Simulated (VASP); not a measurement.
# InO in VASP: notebook, part 2 of 2

VASP 6.6.1. Earlier steps stand in the parts before.

### 4 Single point, PBEsol+D3(BJ)

This run uses another cell than the first one, of the same volume but with other edges.

Input file INCAR:

```
SYSTEM = InO
PREC = Accurate
ENCUT = 520
EDIFF = 1E-6
ISMEAR = 0
SIGMA = 0.05
LREAL = .FALSE.
LASPH = .TRUE.
NELM = 80
ALGO = Normal
ISIF = 2
LWAVE = .FALSE.
LCHARG = .FALSE.
GGA = PS
IVDW = 12
NBANDS = 27
```

Input file KPOINTS:

```
regular mesh
0
G
  12 12 4
  0 0 0
```

Input file POSCAR:

```
InO
1.0
    3.6357780047      0.0000000000      0.0000000000
   -1.8178890023      3.1486761146      0.0000000000
    0.0000000000      0.0000000000     13.6022858252
In O
2 2
Direct
    0.6666666667      0.3333333333      0.5886730781
    0.6666666667      0.3333333333      0.4113269219
    0.0000000000      0.0000000000      0.6398171659
    0.0000000000      0.0000000000      0.3601828341
```

Potentials or basis: VASP PAW PBE potentials, release 64 (In_d, O).

Command:

```
$ cat potpaw_PBE.64/In_d/POTCAR potpaw_PBE.64/O/POTCAR > POTCAR
$ mpirun -np 1 vasp_std > vasp.out
```

OUTCAR:

```text
SYSTEM = InO
   PREC = Accurate
   ENCUT = 520
   EDIFF = 1E-6
   ISMEAR = 0
   LREAL = .FALSE.
   LASPH = .TRUE.
   NELM = 80
   ISIF = 2
   GGA = PS
   IVDW = 12
 IVDW          = 12

 ion  position               nearest neighbor table
   1  0.667  0.333  0.589-   3 2.21   3 2.21   3 2.21   2 2.41
   2  0.667  0.333  0.411-   4 2.21   4 2.21   4 2.21   1 2.41
   3  0.000  0.000  0.640-   1 2.21   1 2.21   1 2.21
   4  0.000  0.000  0.360-   2 2.21   2 2.21   2 2.21

  LATTYP: Found a hexagonal cell.
 ALAT       =     3.6357780047
 C/A-ratio  =     3.7412311224

  Lattice vectors:

 A1 = (   3.6357780047,   0.0000000000,   0.0000000000)
 A2 = (  -1.8178890023,   3.1486761146,   0.0000000000)
 A3 = (   0.0000000000,   0.0000000000,  13.6022858252)

Analysis of symmetry for initial positions (statically):
=====================================================================
 Subroutine PRICEL returns:
 Original cell was already a primitive cell.

 Routine SETGRP: Setting up the symmetry group for a
 hexagonal supercell.

 Subroutine GETGRP returns: Found 12 space group operations
 (whereof 12 operations were pure point group operations)
 out of a pool of 24 trial point group operations.

The static configuration has the point symmetry D_3h.

Analysis of symmetry for dynamics (positions and initial velocities):
=====================================================================
 Subroutine PRICEL returns:
 Original cell was already a primitive cell.

 Routine SETGRP: Setting up the symmetry group for a
 hexagonal supercell.

 Subroutine GETGRP returns: Found 12 space group operations
 (whereof 12 operations were pure point group operations)
 out of a pool of 24 trial point group operations.

The dynamic configuration has the point symmetry D_3h.

 Subroutine INISYM returns: Found 12 space group operations
 (whereof 12 operations are pure point group operations),
 and found     1 'primitive' translations

----------------------------------------------------------------------------------------

                                     Primitive cell

  volume of cell :     155.7174

  direct lattice vectors                    reciprocal lattice vectors
     3.635778005  0.000000000  0.000000000     0.275044296  0.158796898  0.000000000
    -1.817889002  3.148676115  0.000000000     0.000000000  0.317593796  0.000000000
     0.000000000  0.000000000 13.602285825     0.000000000  0.000000000  0.073517055

  length of vectors
     3.635778005  3.635778005 13.602285825     0.317593796  0.317593796  0.073517055

  position of ions in fractional coordinates (direct lattice)
     0.666666667  0.333333333  0.588673078
     0.666666667  0.333333333  0.411326922
     0.000000000  0.000000000  0.639817166
     0.000000000  0.000000000  0.360182834

  ion indices of the primitive-cell ions
   primitive index   ion index
                 1           1
                 2           2
                 3           3
                 4           4

----------------------------------------------------------------------------------------

 KPOINTS: regular mesh

Automatic generation of k-mesh.
 Grid dimensions read from file:
 generate k-points for:   12   12    4

 Generating k-lattice:

  Cartesian coordinates                     Fractional coordinates (reciprocal lattice)
     0.022920358  0.013233075  0.000000000     0.083333333  0.000000000  0.000000000
     0.000000000  0.026466150  0.000000000     0.000000000  0.083333333  0.000000000
     0.000000000  0.000000000  0.018379264     0.000000000  0.000000000  0.250000000

  Length of vectors
     0.026466150  0.026466150  0.018379264

  Shift w.r.t. Gamma in fractional coordinates (k-lattice)
     0.000000000  0.000000000  0.000000000

 Subroutine IBZKPT returns following result:
 ===========================================

 Found     57 irreducible k-points:

 Following reciprocal coordinates:
            Coordinates               Weight
  0.000000  0.000000  0.000000      1.000000
  0.083333  0.000000  0.000000      6.000000
  0.166667 -0.000000  0.000000      6.000000
  0.250000  0.000000  0.000000      6.000000
  0.333333  0.000000  0.000000      6.000000
  0.416667 -0.000000  0.000000      6.000000
[... 16 lines left out ...]
  0.250000  0.000000  0.250000     12.000000
  0.333333  0.000000  0.250000     12.000000
 [... further k-points ...]
   k-points           NKPTS =     57   k-points in BZ     NKDIM =     57   number of bands    NBANDS=     27
   number of dos      NEDOS =    301   number of ions     NIONS =      4
   total plane-waves  NPLWV =  84672
   dimension x,y,z NGX =    28 NGY =   28 NGZ =  108
   dimension x,y,z NGXF=    56 NGYF=   56 NGZF=  216
   ions per type =               2   2
   NGX,Y,Z   is equivalent  to a cutoff of  12.80, 12.80, 13.20 a.u.
   NGXF,Y,Z  is equivalent  to a cutoff of  25.61, 25.61, 26.40 a.u.
 SYSTEM =  InO
   PREC   = accura    normal or accurate (medium, high low for compatibility)
   ISTART =      0    job   : 0-new  1-cont  2-samecut
   ICHARG =      2    charge: 1-file 2-atom 10-const
   ISPIN  =      1    spin polarized calculation?
   LNONCOLLINEAR =      F non collinear calculations
   LSORBIT =      F    spin-orbit coupling
   LASPH  =      T    aspherical Exc in radial PAW
   ENCUT  =  520.0 eV  38.22 Ry    6.18 a.u.   6.76  6.76 25.29*2*pi/ulx,y,z
   NELM   =     80;   NELMIN=  2; NELMDL= -5     # of ELM steps
   EDIFF  = 0.1E-05   stopping-criterion for ELM
   LREAL  =      F    real-space projection
   EDIFFG = 0.1E-04   stopping-criterion for IOM
   NSW    =      0    number of steps for IOM
   IBRION =     -1    ionic relax: 0-MD 1-quasi-New 2-CG
   NFREE  =      0    steps in history (QN), initial steepest desc. (CG)
   ISIF   =      2    stress and relaxation
   ISYM   =      2    0-nonsym 1-usesym 2-fastsym
   POTIM  = 0.5000    time-step for ionic-motion
   TEBEG  =    0.0;   TEEND  =   0.0 temperature during run
   PSTRESS=    0.0 pullay stress
   NELECT =      38.0000    total number of electrons
   NUPDOWN=      -1.0000    fix difference up-down
   EMIN   =  10.00;   EMAX   =-10.00  energy-range for DOS
   EFERMI =   0.00;   METHOD = LEGACY
   ISMEAR =     0;   SIGMA  =   0.05  broadening in eV -4-tet -1-fermi 0-gaus
   EFERMI_NEDOS =   21; number of points for ismear=-14 and -15
   IALGO  =     38    algorithm
   IMIX   =      4    mixing-type and parameters
     AMIX     =   0.40;   BMIX     =  1.00
     AMIX_MAG =   1.60;   BMIX_MAG =  1.00
  volume/ion in A,a.u.               =      38.93       262.71
  Fermi-wavevector in a.u.,A,eV,Ry     =   1.023035  1.933255 14.239852  1.046600
  Thomas-Fermi vector in A             =   2.156746
   LORBIT       =      0    0 simple, 1 ext, 2 COOP (PROOUT), +10 PAW based schemes
   GGA     = PS    functional components
   LHFCALC =     F    Hartree Fock is set to
   AEXX    =    0.0000 exact exchange contribution
   IVDW    =    12    specifies the selected vdW correction
   LEPSILON=     F    determine dielectric tensor
   LRPA    =     F    only Hartree local field effects (RPA)
 non-spin polarized calculation
 Gauss-broadening in eV      SIGMA  =   0.05
  energy-cutoff  :      520.00
  volume of cell :      155.72
 maximum number of plane-waves:      4226
 NGX is ok and might be reduce to    28

 number of electron      37.9999996 magnetization

 Free energy of the ion-electron system (eV)
  ---------------------------------------------------
  ext. energy  EPLUGINS =         0.00000000
  ---------------------------------------------------
  free energy    TOTEN  =       -19.77591501 eV

  energy without entropy =      -19.77591469  energy(sigma->0) =      -19.77591485

 E-fermi :  -1.2453     XC(G=0):  -5.2620

 val. band max:       -1.3970160099   @ k =   0.1667   0.1667   0.5000
 cond. band min:      -1.1116276377   @ k =   0.0000   0.0000   0.5000
 fundamental gap:      0.2853883723
 Fermi energy:        -1.2452723311

 k-point     1 :       0.0000    0.0000    0.0000
  band No.  band energies     occupation
      1     -18.4285      2.00000
      2     -18.3564      2.00000
      3     -15.6639      2.00000
      4     -15.1839      2.00000
      5     -15.1839      2.00000
      6     -14.9252      2.00000
[... 709 lines left out ...]
     26       6.7748      0.00000
     27       8.0085      0.00000

 [... further k-points ...]

------------------------ aborting loop because EDIFF is reached ----------------------------------------

 Edisp (eV)   -0.46690

 E8    (eV) :    -0.3217

  FORCE on cell =-STRESS in cart. coord.  units (eV):
  Direction    XX          YY          ZZ          XY          YZ          ZX
  --------------------------------------------------------------------------------------
  -------------------------------------------------------------------------------------
  Total      -6.75218    -6.75218     8.98305    -0.00000     0.00000    -0.00000
  in kB     -69.47324   -69.47324    92.42659    -0.00000     0.00000    -0.00000
  external pressure =      -15.51 kB  Pullay stress =        0.00 kB

 VOLUME and BASIS-vectors are now :
 -----------------------------------------------------------------------------
  energy-cutoff  :      520.00
  volume of cell :      155.72
      direct lattice vectors                 reciprocal lattice vectors
     3.635778005  0.000000000  0.000000000     0.275044296  0.158796898  0.000000000
    -1.817889002  3.148676115  0.000000000     0.000000000  0.317593796  0.000000000
     0.000000000  0.000000000 13.602285825     0.000000000  0.000000000  0.073517055

 POSITION                                       TOTAL-FORCE (eV/Angst)
 -----------------------------------------------------------------------------------
      1.81789      1.04956      8.00730        -0.000000     -0.000000      4.061943
      1.81789      1.04956      5.59499        -0.000000     -0.000000     -4.061943
      0.00000      0.00000      8.70298         0.000000      0.000000     -0.186615
      0.00000      0.00000      4.89931         0.000000      0.000000      0.186615
 -----------------------------------------------------------------------------------
    total drift:                                0.000001     -0.000001      0.000000

  FREE ENERGIE OF THE ION-ELECTRON SYSTEM (eV)
  ---------------------------------------------------
  free  energy   TOTEN  =       -20.2428158251 eV

  energy  without entropy=      -20.2428155014  energy(sigma->0) =      -20.24281566
```

Run time: 2.3 min. Hardware: 1 thread of Intel Xeon 6975P-C (Granite Rapids), shared host; peak memory 0.4 GiB.

Results:

* Free energy: -20.2428 eV
* Largest force: 4.062 eV/Å
* Band gap on the k mesh: 0.29 eV (least direct gap 0.91 eV)
* Dispersion energy per atom: -0.117 eV

Forces in eV/Å, atoms in the order of the input:
```
In   0.000  0.000  4.062
In   0.000  0.000 -4.062
O    0.000  0.000 -0.187
O    0.000  0.000  0.187
```

Levels at points of the mesh, in eV from the valence-band top:
```tsv
k point	band 15	band 16	band 17	band 18	band 19	band 20	band 21	band 22	band 23	band 24
(0.00, 0.00, 0.00)	-1.66	-1.66	-1.56	-1.56	-0.63	0.29	3.49	6.11	6.59	7.57
(0.50, 0.00, 0.00)	-2.56	-2.47	-2.29	-1.32	-0.28	2.20	4.00	6.14	6.29	7.24
(0.00, 0.00, 0.50)	-1.66	-1.66	-1.56	-1.56	-0.63	0.29	3.49	5.92	6.99	7.57
(0.50, 0.00, 0.50)	-2.56	-2.47	-2.29	-1.32	-0.28	2.20	4.00	6.15	6.29	7.24
```

Caveat: the PAW data sets were made with another functional, which shifts forces and pressure a little; spin-orbit coupling is left out, which moves the levels of the heavy elements.

### 5 Summary

| cell | gap on the mesh (eV) | largest force (eV/Å) |
| --- | --- | --- |
| a = 3.421, b = 3.421, c = 15.360 Å, angles 90.0, 90.0, 120.0°, 4 atoms | 0.60 | 0.47 |
| a = 3.321, b = 3.321, c = 16.306 Å, angles 90.0, 90.0, 120.0°, 4 atoms | 0.33 | 0.56 |
| a = 3.636, b = 3.636, c = 13.602 Å, angles 90.0, 90.0, 120.0°, 4 atoms | 0.29 | 4.06 |

Alike in all rows: task single point; level PBEsol+D3(BJ); potentials or basis VASP PAW PBE potentials, release 64 (In_d, O); no spin polarisation; k mesh 12 × 12 × 4; cutoff (eV) 520; smearing gaussian 0.05 eV.

Caveats: the PAW data sets were made with another functional, which shifts forces and pressure a little; spin-orbit coupling is left out, which moves the levels of the heavy elements.

Total energies depend on the potentials used, so only differences within one code and one set of settings carry meaning.
